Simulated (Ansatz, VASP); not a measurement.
**BN: VASP beside Ansatz**

```
CELL_PARAMETERS angstrom
2.37879 0.00000 0.00000
-1.18940 2.06009 0.00000
0.00000 0.00000 6.99426
ATOMIC_POSITIONS crystal
B 0.33333 0.66667 0.25000
B 0.66667 0.33333 0.75000
N 0.33333 0.66667 0.75000
N 0.66667 0.33333 0.25000
```

Change from the starting cell: strain -0.050 along x and y, +0.050 along z, atoms carried along.

Alike in both runs: task single point; functional r2SCAN; k mesh 12 × 12 × 4; occupations gaussian, width 0.05 eV; no spin polarisation.

|  | VASP | Ansatz |
| --- | --- | --- |
| version | VASP 6.6.1 | Ansatz 0.2.0 |
| potentials or method | VASP PAW PBE potentials, release 64 (B, N), cutoff 520 eV | scalar-relativistic, plane waves, PAW |
| valence electrons in the cell | 16 | 16 |

Ansatz gave:

- gap on the k mesh at the Fermi level (eV): 5.14
- least direct gap on the mesh (eV): 5.71
- pressure (GPa): 43.5
- traceless stress, the component that is largest in VASP (GPa): -43.80

Problem. What did VASP give for the same quantities?

Solution. gap on the k mesh at the Fermi level (eV): 5.13; least direct gap on the mesh (eV): 5.79; pressure (GPa): 44.0; traceless stress, the component that is largest in VASP (GPa): -44.65.

VASP's potentials were made for PBE, not for r2SCAN. Both programs put the cell under a high pressure, so it lies far from rest at this level.
